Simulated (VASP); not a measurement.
# Na (I4/mmm) in VASP: a series of runs

Na is run at these levels: PBE; tasks: electric field gradients.

Program: VASP 6.6.1. These are calculated values, not measurements. Logs are shortened: lines on timing, memory, paths and dates and some standing lists are left out, and cuts for length are marked.

**1. The cell of the first run**

The structure is tetragonal, space group I4/mmm (No. 139). The conventional cell has a = 4.267 Å, b = 4.267 Å, c = 4.171 Å, α = 90.00°, β = 90.00°, γ = 90.00°. Within 4.8 Å of Na (site symmetry 4/mmm) lie 14 Na at 3.67 to 4.27 Å.

**2. Electric field gradients, PBE (z stretched by -1.5 % at fixed volume)**

Contents of INCAR:

```
PREC = Accurate
ENCUT = 520
EDIFF = 1E-8
ISMEAR = -1
SIGMA = 0.03
LREAL = False
LASPH = True
NELM = 100
ALGO = Normal
ISIF = 2
LWAVE = False
LCHARG = False
GGA = PE
LEFG = True
NBANDS = 10
```

Contents of KPOINTS:

```
Automatic mesh
0
Gamma
  11 11 11
```

Contents of POSCAR:

```
Na
1.0
   -2.1335621770      2.1335621770      2.0857375000
    2.1335621770     -2.1335621770      2.0857375000
    2.1335621770      2.1335621770     -2.0857375000
Na
1
Direct
    0.0000000000      0.0000000000      0.0000000000
```

Potentials or basis: VASP PAW PBE potentials, release 64 (Na_pv).

On the command line:

```
> cat potpaw_PBE.64/Na_pv/POTCAR > POTCAR
> mpirun -np 1 vasp_std > vasp.out
```

OUTCAR:

```text
PREC = Accurate
   ENCUT = 520
   EDIFF = 1E-8
   ISMEAR = -1
   LREAL = False
   LASPH = True
   NELM = 100
   ISIF = 2
   GGA = PE

 ion  position               nearest neighbor table
   1  0.000  0.000  0.000-

  LATTYP: Found a body centered tetragonal cell.
 ALAT       =     4.2671243540
 C/A-ratio  =     0.9775845872

  Lattice vectors:

 A1 = (  -2.1335621770,   2.1335621770,   2.0857375000)
 A2 = (   2.1335621770,  -2.1335621770,   2.0857375000)
 A3 = (   2.1335621770,   2.1335621770,  -2.0857375000)

Analysis of symmetry for initial positions (statically):
=====================================================================
 Subroutine PRICEL returns:
 Original cell was already a primitive cell.

 Routine SETGRP: Setting up the symmetry group for a
 body centered tetragonal supercell.

 Subroutine GETGRP returns: Found 16 space group operations
 (whereof 16 operations were pure point group operations)
 out of a pool of 16 trial point group operations.

The static configuration has the point symmetry D_4h.

Analysis of symmetry for dynamics (positions and initial velocities):
=====================================================================
 Subroutine PRICEL returns:
 Original cell was already a primitive cell.

 Routine SETGRP: Setting up the symmetry group for a
 body centered tetragonal supercell.

 Subroutine GETGRP returns: Found 16 space group operations
 (whereof 16 operations were pure point group operations)
 out of a pool of 16 trial point group operations.

The dynamic configuration has the point symmetry D_4h.

 Subroutine INISYM returns: Found 16 space group operations
 (whereof 16 operations are pure point group operations),
 and found     1 'primitive' translations

----------------------------------------------------------------------------------------

                                     Primitive cell

  volume of cell :      37.9778

  direct lattice vectors                    reciprocal lattice vectors
    -2.133562177  2.133562177  2.085737500     0.000000000  0.234349861  0.239723359
     2.133562177 -2.133562177  2.085737500     0.234349861  0.000000000  0.239723359
     2.133562177  2.133562177 -2.085737500     0.234349861  0.234349861  0.000000000

  length of vectors
     3.668034357  3.668034357  3.668034357     0.335241922  0.335241922  0.331420752

  position of ions in fractional coordinates (direct lattice)
     0.000000000  0.000000000  0.000000000

  ion indices of the primitive-cell ions
   primitive index   ion index
                 1           1

----------------------------------------------------------------------------------------

 KPOINTS: Automatic mesh

Automatic generation of k-mesh.
 Grid dimensions read from file:
 generate k-points for:   11   11   11

 Generating k-lattice:

  Cartesian coordinates                     Fractional coordinates (reciprocal lattice)
     0.000000000  0.021304533  0.021793033     0.090909091  0.000000000  0.000000000
     0.021304533  0.000000000  0.021793033     0.000000000  0.090909091  0.000000000
     0.021304533  0.021304533  0.000000000     0.000000000  0.000000000  0.090909091

  Length of vectors
     0.030476538  0.030476538  0.030129159

  Shift w.r.t. Gamma in fractional coordinates (k-lattice)
     0.000000000  0.000000000  0.000000000

 Subroutine IBZKPT returns following result:
 ===========================================

 Found    126 irreducible k-points:

 Following reciprocal coordinates:
            Coordinates               Weight
  0.000000  0.000000  0.000000      1.000000
  0.090909  0.000000 -0.000000      8.000000
  0.181818  0.000000  0.000000      8.000000
  0.272727  0.000000 -0.000000      8.000000
  0.363636  0.000000 -0.000000      8.000000
  0.454545  0.000000 -0.000000      8.000000
[... 16 lines left out ...]
 -0.272727  0.181818 -0.000000     16.000000
 -0.181818  0.181818  0.000000      4.000000
 [... further k-points ...]
   k-points           NKPTS =    126   k-points in BZ     NKDIM =    126   number of bands    NBANDS=     10
   number of dos      NEDOS =    301   number of ions     NIONS =      1
   total plane-waves  NPLWV =  21952
   dimension x,y,z NGX =    28 NGY =   28 NGZ =   28
   dimension x,y,z NGXF=    56 NGYF=   56 NGZF=   56
   ions per type =               1
   NGX,Y,Z   is equivalent  to a cutoff of  12.69, 12.69, 12.69 a.u.
   NGXF,Y,Z  is equivalent  to a cutoff of  25.38, 25.38, 25.38 a.u.
 SYSTEM =  unknown system
   PREC   = accura    normal or accurate (medium, high low for compatibility)
   ISTART =      0    job   : 0-new  1-cont  2-samecut
   ICHARG =      2    charge: 1-file 2-atom 10-const
   ISPIN  =      1    spin polarized calculation?
   LNONCOLLINEAR =      F non collinear calculations
   LSORBIT =      F    spin-orbit coupling
   LASPH  =      T    aspherical Exc in radial PAW
   ENCUT  =  520.0 eV  38.22 Ry    6.18 a.u.   6.82  6.82  6.82*2*pi/ulx,y,z
   NELM   =    100;   NELMIN=  2; NELMDL= -5     # of ELM steps
   EDIFF  = 0.1E-07   stopping-criterion for ELM
   LREAL  =      F    real-space projection
   EDIFFG = 0.1E-06   stopping-criterion for IOM
   NSW    =      0    number of steps for IOM
   IBRION =     -1    ionic relax: 0-MD 1-quasi-New 2-CG
   NFREE  =      0    steps in history (QN), initial steepest desc. (CG)
   ISIF   =      2    stress and relaxation
   ISYM   =      2    0-nonsym 1-usesym 2-fastsym
   POTIM  = 0.5000    time-step for ionic-motion
   TEBEG  =    0.0;   TEEND  =   0.0 temperature during run
   PSTRESS=    0.0 pullay stress
   NELECT =       7.0000    total number of electrons
   NUPDOWN=      -1.0000    fix difference up-down
   EMIN   =  10.00;   EMAX   =-10.00  energy-range for DOS
   EFERMI =   0.00;   METHOD = LEGACY
   ISMEAR =    -1;   SIGMA  =   0.03  broadening in eV -4-tet -1-fermi 0-gaus
   EFERMI_NEDOS =   21; number of points for ismear=-14 and -15
   IALGO  =     38    algorithm
   IMIX   =      4    mixing-type and parameters
     AMIX     =   0.40;   BMIX     =  1.00
     AMIX_MAG =   1.60;   BMIX_MAG =  1.00
  volume/ion in A,a.u.               =      37.98       256.29
  Fermi-wavevector in a.u.,A,eV,Ry     =   0.931674  1.760609 11.810087  0.868017
  Thomas-Fermi vector in A             =   2.058192
   LORBIT       =      0    0 simple, 1 ext, 2 COOP (PROOUT), +10 PAW based schemes
   GGA     = PE    functional components
   LHFCALC =     F    Hartree Fock is set to
   AEXX    =    0.0000 exact exchange contribution
   IVDW    =     0    specifies the selected vdW correction
   LEPSILON=     F    determine dielectric tensor
   LRPA    =     F    only Hartree local field effects (RPA)
 non-spin polarized calculation
  energy-cutoff  :      520.00
  volume of cell :       37.98
 maximum number of plane-waves:      1036
   NGX = 13   NGY = 13   NGZ = 13

 number of electron       7.0000011 magnetization

 Free energy of the ion-electron system (eV)
  ---------------------------------------------------
  ext. energy  EPLUGINS =         0.00000000
  ---------------------------------------------------
  free energy    TOTEN  =        -1.31371012 eV

  energy without entropy =       -1.31275487  energy(sigma->0) =       -1.31323249

 E-fermi :   0.2897     XC(G=0):  -6.4396

 val. band max:        0.2114257352   @ k =  -0.1818   0.4545   0.0909
 cond. band min:       0.2937273721   @ k =  -0.1818  -0.3636   0.0909
 fundamental gap:      0.0823016369
 Fermi energy:         0.2896634823

 k-point     1 :       0.0000    0.0000    0.0000
  band No.  band energies     occupation
      1     -24.6603      2.00000
      2     -24.6603      2.00000
      3     -24.6603      2.00000
      4      -2.9671      2.00000
      5      11.6132      0.00000
      6      11.9548      0.00000
      7      11.9548      0.00000
      8      12.6576      0.00000
      9      12.9951      0.00000
     10      13.2168      0.00000

 k-point     2 :       0.0909    0.0000   -0.0000
  band No.  band energies     occupation
      1     -24.6629      2.00000
      2     -24.6612      2.00000
      3     -24.6603      2.00000
      4      -2.8228      2.00000
      5      10.2488      0.00000
      6      10.9077      0.00000
      7      11.3085      0.00000
      8      11.7582      0.00000
      9      12.3112      0.00000
     10      13.6190      0.00000

 k-point     3 :       0.1818    0.0000    0.0000
  band No.  band energies     occupation
      1     -24.6699      2.00000
      2     -24.6636      2.00000
      3     -24.6603      2.00000
      4      -2.3923      2.00000
      5       7.9046      0.00000
      6       9.9145      0.00000
      7      10.4853      0.00000
      8      10.7901      0.00000
      9      11.7771      0.00000
     10      13.9078      0.00000

 k-point     4 :       0.2727    0.0000   -0.0000
  band No.  band energies     occupation
      1     -24.6790      2.00000
      2     -24.6667      2.00000
      3     -24.6604      2.00000
      4      -1.6824      2.00000
      5       5.7337      0.00000
      6       9.1198      0.00000
      7       9.8387      0.00000
      8      10.0532      0.00000
      9      11.1677      0.00000
     10      14.4801      0.00000
[... 222 lines left out ...]
 k-point    22 :      -0.3636    0.1818    0.0000
  band No.  band energies     occupation
      1     -24.6816      2.00000
      2     -24.6677      2.00000
      3     -24.6623      2.00000
      4      -1.2863      2.00000
      5       5.7113      0.00000
      6       6.4562      0.00000
      7       9.2176      0.00000
      8      11.4717      0.00000
      9      12.4899      0.00000
     10      14.7589      0.00000

 k-point    23 :      -0.2727    0.1818   -0.0000
  band No.  band energies     occupation
      1     -24.6754      2.00000
      2     -24.6649      2.00000
      3     -24.6610      2.00000
      4      -1.9845      2.00000
      5       6.6532      0.00000
      6       8.3878      0.00000
      7       9.9767      0.00000
      8      11.3351      0.00000
      9      12.3767      0.00000
     10      13.4163      0.00000

 k-point    24 :      -0.1818    0.1818    0.0000
  band No.  band energies     occupation
      1     -24.6699      2.00000
      2     -24.6635      2.00000
      3     -24.6601      2.00000
      4      -2.4052      2.00000
      5       7.6745      0.00000
      6      10.1817      0.00000
      7      10.7027      0.00000
      8      11.0599      0.00000
      9      11.7594      0.00000
     10      13.7389      0.00000

 [... further k-points ...]

------------------------ aborting loop because EDIFF is reached ----------------------------------------

  FORCE on cell =-STRESS in cart. coord.  units (eV):
  Direction    XX          YY          ZZ          XY          YZ          ZX
  --------------------------------------------------------------------------------------
  -------------------------------------------------------------------------------------
  Total       -0.0553187     -0.0553187     -0.0411472      0.0000000      0.0000000      0.0000000
  in kB       -2.3337412     -2.3337412     -1.7358824      0.0000000      0.0000000      0.0000000
  external PRESSURE =      -2.1344549 kB  Pullay stress =       0.0000000 kB

 VOLUME and BASIS-vectors are now :
 -----------------------------------------------------------------------------
  energy-cutoff  :      520.00
  volume of cell :       37.98
      direct lattice vectors                 reciprocal lattice vectors
    -2.133562177  2.133562177  2.085737500     0.000000000  0.234349861  0.239723359
     2.133562177 -2.133562177  2.085737500     0.234349861  0.000000000  0.239723359
     2.133562177  2.133562177 -2.085737500     0.234349861  0.234349861  0.000000000

 POSITION                                       TOTAL-FORCE (eV/Angst)
 -----------------------------------------------------------------------------------
      0.00000      0.00000      0.00000         0.000000     -0.000000      0.000000
 -----------------------------------------------------------------------------------
    total drift:                               -0.000000     -0.000000     -0.000000

  FREE ENERGIE OF THE ION-ELECTRON SYSTEM (eV)
  ---------------------------------------------------
  free  energy   TOTEN  =        -1.3137101153 eV

  energy  without entropy=       -1.3127548672  energy(sigma->0) =       -1.31323249

 Electric field gradients (V/A^2)
---------------------------------------------------------------------
 ion       V_xx      V_yy      V_zz      V_xy      V_xz      V_yz
---------------------------------------------------------------------
   1       0.022     0.022    -0.044    -0.004    -0.004    -0.004
---------------------------------------------------------------------

 Electric field gradients after diagonalization (V/A^2)
 (convention: |V_zz| > |V_xx| > |V_yy|)
----------------------------------------------------------------------
 ion       V_xx      V_yy      V_zz     asymmetry (V_yy - V_xx)/ V_zz
----------------------------------------------------------------------
   1       0.026     0.019    -0.045       0.153
----------------------------------------------------------------------

           NMR quadrupolar parameters

 Cq : quadrupolar parameter    Cq=e*Q*V_zz/h
 eta: asymmetry parameters     (V_yy - V_xx)/ V_zz
 Q  : nuclear electric quadrupole moment in mb (millibarn)
----------------------------------------------------------------------
 ion       Cq(MHz)       eta       Q (mb)
----------------------------------------------------------------------
   1      -0.000       0.153       1.000
----------------------------------------------------------------------
```

Run time: 22 s. Hardware: 1 thread of Intel Xeon Platinum 8488C (Sapphire Rapids), shared host; peak memory 0.17 GiB.

Results:

```
Free energy                             : -1.3137 eV
Pressure                                : -0.2 GPa
Band gap on the k mesh                  : zero (an odd number of electrons rules out a gap without spin polarisation)
Largest electric field gradient by atom : zero within the noise of the run
```

(Continued in part 2 of 2.)
